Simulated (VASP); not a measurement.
Runs of VASP 6.6.1 on Cd4SeS3. The structure is that of space group I-42m (No. 121), or close to it. The cells are those of the table. 

```csv
task,cell,cutoff (eV),gap on the mesh (eV),pressure (GPa),largest force (eV/Å)
relaxation of shape and atoms at fixed volume,"relaxed from a = 7.409 Å, angles 131.8, 131.8, 70.6°, 8 atoms",600,0.82,-1.2,-
single point,"a = 7.187 Å, angles 131.8, 131.8, 70.6°, 8 atoms",520,1.02,4.1,-
single point,"a = 7.337 Å, angles 131.8, 131.8, 70.6°, 8 atoms",520,(b),0.3,0.01
single point,"a = 7.262 Å, angles 131.8, 131.8, 70.6°, 8 atoms",520,0.95,(a),0.01
```

Alike in all rows: level PBE; potentials or basis VASP PAW PBE potentials, release 64 (Cd, Se, S); no spin polarisation; k mesh 6 × 6 × 6; smearing gaussian 0.02 eV.

**Question.** Fill in the values left out.

**Answer.** (a) 2.0; (b) 0.89.

Caveats: the relaxation stopped at its first step, so nothing moved (at least some runs); the cell stands under pressure (at least some runs).

A k mesh can miss the band edges, and the runs leave out spin-orbit coupling on Cd, Se.
